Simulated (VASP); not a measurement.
# MnV3 (Fm-3m) in VASP: further runs

MnV3 is run at these levels: LDA; tasks: single point.

All numbers are computed with VASP 6.6.1; they aren't measurements. Logs are shortened: lines on timing, memory, paths and dates and some standing lists are left out, and cuts for length are marked.

## 1. The cell of the first run

It takes space group Fm-3m (No. 225, cubic). Conventional cell: a = 5.824 Å, b = 5.824 Å, c = 5.824 Å, α = 90.00°, β = 90.00°, γ = 90.00°. Within 3.3 Å of Mn (site symmetry m-3m) lie 14 V at 2.52 to 2.91 Å. Within 3.3 Å of V (site symmetry -43m) lie 4 Mn at 2.52 Å and 10 V at 2.52 to 2.91 Å. Within 3.3 Å of V (site symmetry m-3m) lie 8 V at 2.52 Å and 6 Mn at 2.91 Å.

## 2. Single point, LDA, collinear spin, ferrimagnetic start

The input, INCAR:

```
ALGO     = Normal         # electronic algorithm
EDIFF    = 1E-6           # SCF threshold, eV
ENCUT    = 500            # plane-wave cutoff, eV
GGA      = CA             # functional
GGA_COMPAT= False        
ISIF     = 2              # what is computed and relaxed
ISMEAR   = -1             # smearing method
ISPIN    = 2              # spin polarisation
LASPH    = True           # aspherical terms in the spheres
LCHARG   = True           # write CHGCAR
LELF     = True           # ELF
LMAXMIX  = 4              # l up to which the mixer works
LORBIT   = 11             # projections on sites
LREAL    = False          # projectors in reciprocal space
LVHAR    = True         
LWAVE    = False          # write WAVECAR
MAGMOM   = 4 -1.5 1.5 -1.5 # initial moments
NBANDS   = 38             # bands
NELM     = 200            # most SCF steps
PREC     = Accurate       # precision mode
SIGMA    = 0.15           # smearing width, eV
```

The input, KPOINTS:

```
k-points
0
Gamma
  7 7 7
```

The input, POSCAR:

```
MnV3
1.0
    0.0000000000      2.9121570000      2.9121570000
    2.9121570000      0.0000000000      2.9121570000
    2.9121570000      2.9121570000      0.0000000000
Mn V
1 3
Direct
    0.5000000000      0.5000000000      0.5000000000
    0.7500000000      0.7500000000      0.7500000000
    0.2500000000      0.2500000000      0.2500000000
    0.0000000000      0.0000000000      0.0000000000
```

Potentials or basis: VASP PAW LDA potentials, release 64 (Mn_pv, V_sv).

Launch:

```sh
cat potpaw_LDA.64/Mn_pv/POTCAR potpaw_LDA.64/V_sv/POTCAR > POTCAR
mpirun -np 1 vasp_std > vasp.out
```

OUTCAR:

```text
EDIFF = 1E-6
   ENCUT = 500
   GGA = CA
   ISIF = 2
   ISMEAR = -1
   ISPIN = 2
   LASPH = True
   LORBIT = 11
   LREAL = False
   NELM = 200
   PREC = Accurate

 ion  position               nearest neighbor table
   1  0.500  0.500  0.500-   3 2.52   3 2.52   3 2.52   2 2.52   2 2.52   2 2.52   3 2.52   2 2.52
                             4 2.91   4 2.91   4 2.91   4 2.91   4 2.91   4 2.91
   2  0.750  0.750  0.750-   1 2.52   1 2.52   1 2.52   4 2.52   4 2.52   4 2.52   4 2.52   1 2.52
                             3 2.91   3 2.91   3 2.91   3 2.91   3 2.91   3 2.91
   3  0.250  0.250  0.250-   4 2.52   4 2.52   4 2.52   1 2.52   1 2.52   1 2.52   4 2.52   1 2.52
                             2 2.91   2 2.91   2 2.91   2 2.91   2 2.91   2 2.91
   4  0.000  0.000  0.000-   2 2.52   2 2.52   2 2.52   3 2.52   3 2.52   3 2.52   3 2.52   2 2.52
                             1 2.91   1 2.91   1 2.91   1 2.91   1 2.91   1 2.91

  LATTYP: Found a face centered cubic cell.
 ALAT       =     5.8243140000

  Lattice vectors:

 A1 = (   0.0000000000,   2.9121570000,   2.9121570000)
 A2 = (   2.9121570000,   0.0000000000,   2.9121570000)
 A3 = (   2.9121570000,   2.9121570000,   0.0000000000)

Analysis of symmetry for initial positions (statically):
=====================================================================
 Subroutine PRICEL returns:
 Original cell was already a primitive cell.

 Routine SETGRP: Setting up the symmetry group for a
 face centered cubic supercell.

 Subroutine GETGRP returns: Found 48 space group operations
 (whereof 48 operations were pure point group operations)
 out of a pool of 48 trial point group operations.

The static configuration has the point symmetry O_h .

Analysis of symmetry for dynamics (positions and initial velocities):
=====================================================================
 Subroutine PRICEL returns:
 Original cell was already a primitive cell.

 Routine SETGRP: Setting up the symmetry group for a
 face centered cubic supercell.

 Subroutine GETGRP returns: Found 48 space group operations
 (whereof 48 operations were pure point group operations)
 out of a pool of 48 trial point group operations.

The dynamic configuration has the point symmetry O_h .

Analysis of structural, dynamic, and magnetic symmetry:
=====================================================================
 Subroutine PRICEL returns:
 Original cell was already a primitive cell.

 Routine SETGRP: Setting up the symmetry group for a
 face centered cubic supercell.

 Subroutine GETGRP returns: Found 24 space group operations
 (whereof 24 operations were pure point group operations)
 out of a pool of 48 trial point group operations.

The overall configuration has the point symmetry T_d .

 Subroutine INISYM returns: Found 24 space group operations
 (whereof 24 operations are pure point group operations),
[... 130 lines left out ...]
 NGX is ok and might be reduce to    30
   NGX = 15   NGY = 15   NGZ = 15

 number of electron      51.9999975 magnetization       0.0058036

 number of electron      51.9999975 magnetization      -0.0002456

 Free energy of the ion-electron system (eV)
  ---------------------------------------------------
  ext. energy  EPLUGINS =         0.00000000
  ---------------------------------------------------
  free energy    TOTEN  =       -40.73658115 eV

  energy without entropy =      -40.44470254  energy(sigma->0) =      -40.59064185

 E-fermi :  10.1531     XC(G=0): -13.6750

 val. band max:       10.1102498367   @ k =   0.1429   0.1429   0.0000
 cond. band min:      10.1588973817   @ k =  -0.4286   0.4286   0.0000
 fundamental gap:      0.0486475450
 Fermi energy:        10.1531095003

 spin component 1

 k-point     1 :       0.0000    0.0000    0.0000
  band No.  band energies     occupation
      1     -52.9113      1.00000
      2     -52.7570      1.00000
      3     -52.4727      1.00000
      4     -37.1662      1.00000
      5     -37.1662      1.00000
      6     -37.1662      1.00000
[... 809 lines left out ...]
     37      13.7589      0.00000
     38      14.1272      0.00000
 Fermi energy:        10.1531095003

 spin component 2

 k-point     1 :       0.0000    0.0000    0.0000
  band No.  band energies     occupation
      1     -52.9114      1.00000
      2     -52.7572      1.00000
      3     -52.4727      1.00000
      4     -37.1660      1.00000
      5     -37.1660      1.00000
      6     -37.1660      1.00000
[... 809 lines left out ...]
     37      13.7588      0.00000
     38      14.1271      0.00000

------------------------ aborting loop because EDIFF is reached ----------------------------------------

  FORCE on cell =-STRESS in cart. coord.  units (eV):
  Direction    XX          YY          ZZ          XY          YZ          ZX
  --------------------------------------------------------------------------------------
  -------------------------------------------------------------------------------------
  Total       -3.3419245     -3.3419245     -3.3419245      0.0000000     -0.0000000      0.0000000
  in kB     -108.4008953   -108.4008953   -108.4008953      0.0000000     -0.0000000      0.0000000
  external PRESSURE =    -108.4008953 kB  Pullay stress =       0.0000000 kB

 VOLUME and BASIS-vectors are now :
 -----------------------------------------------------------------------------
  energy-cutoff  :      500.00
  volume of cell :       49.39
      direct lattice vectors                 reciprocal lattice vectors
     0.000000000  2.912157000  2.912157000    -0.171694040  0.171694040  0.171694040
     2.912157000  0.000000000  2.912157000     0.171694040 -0.171694040  0.171694040
     2.912157000  2.912157000  0.000000000     0.171694040  0.171694040 -0.171694040

 POSITION                                       TOTAL-FORCE (eV/Angst)
 -----------------------------------------------------------------------------------
      2.91216      2.91216      2.91216         0.000000     -0.000000      0.000000
      4.36824      4.36824      4.36824        -0.000000     -0.000000     -0.000000
      1.45608      1.45608      1.45608        -0.000000      0.000000      0.000000
      0.00000      0.00000      0.00000         0.000000      0.000000      0.000000
 -----------------------------------------------------------------------------------
    total drift:                               -0.000000     -0.000000     -0.000000

  FREE ENERGIE OF THE ION-ELECTRON SYSTEM (eV)
  ---------------------------------------------------
  free  energy   TOTEN  =       -40.7365811544 eV

  energy  without entropy=      -40.4447025362  energy(sigma->0) =      -40.59064185

 total charge

# of ion       s       p       d       tot
------------------------------------------
    1        0.417   6.364   5.157  11.938
    2        2.356   6.250   3.134  11.740
    3        2.356   6.250   3.134  11.740
    4        2.354   6.226   3.227  11.807
--------------------------------------------------
tot          7.483  25.091  14.652  47.226

 magnetization (x)

# of ion       s       p       d       tot
------------------------------------------
    1        0.000  -0.000   0.000   0.000
    2       -0.000  -0.000  -0.000  -0.000
    3       -0.000  -0.000  -0.000  -0.000
    4       -0.000  -0.000   0.000   0.000
--------------------------------------------------
tot          0.000  -0.000  -0.000  -0.000
```

Wall time 63 s (1 thread of Intel Xeon Platinum 8488C (Sapphire Rapids), shared host); peak memory 0.19 GiB.

Results:

| Item | Value |
| --- | --- |
| Free energy | -40.7366 eV |
| Pressure | -10.8 GPa |
| Band gap on the k mesh | zero (filled and empty bands overlap) |
| Net moment | 0.00 μB per cell |
| Valence electrons inside the program's atomic spheres | Mn 11.94; V 11.74, 11.81 (each value once) |

Levels at points of the mesh, in eV from the Fermi level:
Spin up:
```tsv
k point	band 23	band 24	band 25	band 26	band 27	band 28	band 29	band 30
(0.00, 0.00, 0.00)	-1.54	-1.54	-0.05	-0.05	-0.05	1.24	1.24	2.68
```
Spin down:
| k point | band 22 | band 23 | band 24 | band 25 | band 26 | band 27 | band 28 | band 29 | band 30 | band 31 |
| --- | --- | --- | --- | --- | --- | --- | --- | --- | --- | --- |
| (0.00, 0.00, 0.00) | -1.54 | -1.54 | -1.54 | -0.05 | -0.05 | -0.05 | 1.24 | 1.24 | 2.68 | 2.68 |

Caveat: the cell stands under tension.

## 3. Single point, LDA, collinear spin, ferrimagnetic start

The input, INCAR:

```
SYSTEM = MnV3
  PREC = Accurate
  ENCUT = 500
  EDIFF = 1E-6
  ISMEAR = -1
  SIGMA = 0.15
  LREAL = .False.
  LASPH = .True.
  NELM = 200
  ALGO = Normal
  ISIF = 2
  LWAVE = .False.
  LCHARG = .False.
  ISPIN = 2
  MAGMOM = 4 -1.5 1.5 -1.5
  LORBIT = 11
  LMAXMIX = 4
  NBANDS = 38
  GGA_COMPAT = .False.
```

The input, KPOINTS:

```
regular mesh
0
Gamma
  7 7 7
  0 0 0
```

POSCAR is that of step 2.

Potentials or basis: VASP PAW LDA potentials, release 64 (Mn_pv, V_sv).

Launch:

```sh
cat potpaw_LDA.64/Mn_pv/POTCAR potpaw_LDA.64/V_sv/POTCAR > POTCAR
mpirun -np 1 vasp_std > vasp.out
```

It took 61 s on 1 thread of Intel Xeon Platinum 8488C (Sapphire Rapids), shared host; peak memory 0.19 GiB.

The run converged. Its results:

| Property | Result |
| --- | --- |
| Free energy | -40.7366 eV |
| Pressure | -10.8 GPa |
| Band gap on the k mesh | zero (filled and empty bands overlap) |
| Net moment | 0.00 μB per cell |
| Valence electrons inside the program's atomic spheres | Mn 11.94; V 11.74, 11.81 (each value once) |

Levels at points of the mesh, in eV from the Fermi level:
Spin up:
```
           k point  band 22  band 23  band 24  band 25  band 26  band 27  band 28  band 29  band 30  band 31
(0.00, 0.00, 0.00)    -1.54    -1.54    -1.54    -0.05    -0.05    -0.05     1.24     1.24     2.68     2.68
```
Spin down:
```
           k point  band 23  band 24  band 25  band 26  band 27  band 28  band 29  band 30
(0.00, 0.00, 0.00)    -1.54    -1.54    -0.05    -0.05    -0.05     1.24     1.24     2.68
```

Caveat: the cell stands under tension.
